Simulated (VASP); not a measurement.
Here is a VASP 6.6.1 calculation.

The input INCAR:

```
  PREC = Accurate
  ENCUT = 520
  EDIFF = 1E-6
  ISMEAR = 0
  SIGMA = 0.05
  LREAL = False
  LASPH = True
  NELM = 60
  ALGO = Normal
  ISIF = 2
  LWAVE = False
  LCHARG = True
  GGA = PE
  LELF = True
  LVHAR = True
  NBANDS = 26
```

Contents of KPOINTS:

```
Automatic mesh
0
Gamma
  10 10 3
```

The input POSCAR:

```
SiC
1.0
   -3.0759982064      0.0000000000      0.0000000000
   -1.5379991032     -2.6638925888      0.0000000000
   -1.2303992826      0.0000000000     10.0960000000
Si C
4 4
Direct
    0.0718333333      0.3333333333      0.6537500000
    0.2718333333      0.3333333333      0.1537500000
    0.3051666667      0.6666666667      0.9037500000
    0.5051666667      0.6666666667      0.4037500000
   -0.0051666667      0.3333333333      0.8462500000
    0.1948333333      0.3333333333      0.3462500000
    0.6281666667      0.6666666667      0.0962500000
    0.4281666667      0.6666666667      0.5962500000
```

Potentials or basis: VASP PAW PBE potentials, release 64 (Si, C).

The run is started by

```console
$ cat potpaw_PBE.64/Si/POTCAR potpaw_PBE.64/C/POTCAR > POTCAR
$ mpirun -np 1 vasp_std > vasp.out
```

**Question.** Predict the largest force.

**Answer.** 1.690 eV/Å.

**Question.** What does it give for the pressure?

**Answer.** 2.7 GPa.

**Question.** Predict the band gap on the k mesh.

**Answer.** 0.57 eV (least direct gap 1.41 eV).

Forces on the atoms (eV/Å):
```
Si  -0.111  0.205  0.494
Si   0.024  0.367  0.846
Si  -1.343 -0.290  0.705
Si   0.017  0.021  0.554
C   -0.159  0.567 -1.181
C    0.132 -0.071 -0.484
C    1.439 -0.834 -0.300
C    0.002  0.034 -0.634
```

Caveat: an odd mesh through Γ misses points on the zone boundary, where band edges can lie; forces of over 1 eV/Å act on the atoms, so gaps and moduli don't describe the material at rest.
